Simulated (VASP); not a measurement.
Set up this calculation in VASP 6.6.1, as the native input.

* Task: single point
* Functional: PBE
* Potentials or basis: VASP PAW PBE potentials, release 64 (Mg, I)
* Cutoff: 520 eV
* k mesh: 6 × 6 × 4
* Occupations: gaussian, width 0.02 eV
* Spin: no spin polarisation
* Dipole correction: no
* Further INCAR settings: ALGO = Normal; EDIFF = 1e-07; NBANDS = 15

The structure of MgI2 lies in POSCAR:

```
MgI2
1.0
    3.8395005601      0.0000000000      0.0000000000
   -1.9197502800      3.3251050229      0.0000000000
    0.0000000000      0.0000000000      6.1552078287
Mg I
1 2
Direct
    0.0000000000      0.0000000000      0.0000000000
    0.3333333333      0.6666666667      0.7295160971
    0.6666666667      0.3333333333      0.2704839029
```

One way to write it, as run:

INCAR

```
PREC = Accurate
ENCUT = 520
EDIFF = 1E-7
ISMEAR = 0
SIGMA = 0.02
LREAL = False
LASPH = True
NELM = 80
ALGO = Normal
ISIF = 2
LWAVE = False
LCHARG = False
GGA = PE
NBANDS = 15
```

KPOINTS

```
Automatic mesh
0
Gamma
  6 6 4
```

Potentials or basis: VASP PAW PBE potentials, release 64 (Mg, I).

Run with:

```console
$ cat potpaw_PBE.64/Mg/POTCAR potpaw_PBE.64/I/POTCAR > POTCAR
$ mpirun -np 1 vasp_std > vasp.out
```

It gave:

The pressure is 12.0 GPa, the largest force is 0.011 eV/Å and the band gap on the k mesh is 2.93 eV (least direct gap 4.13 eV).

Caveat: the cell stands under pressure; spin-orbit coupling is left out, which moves the levels of the heavy elements.

Wall time 32 s on 1 thread of Intel(R) Xeon(R) Platinum 8259CL CPU @ 2.50GHz (Skylake/Cascade Lake) (shared host), peak memory 0.2 GiB.
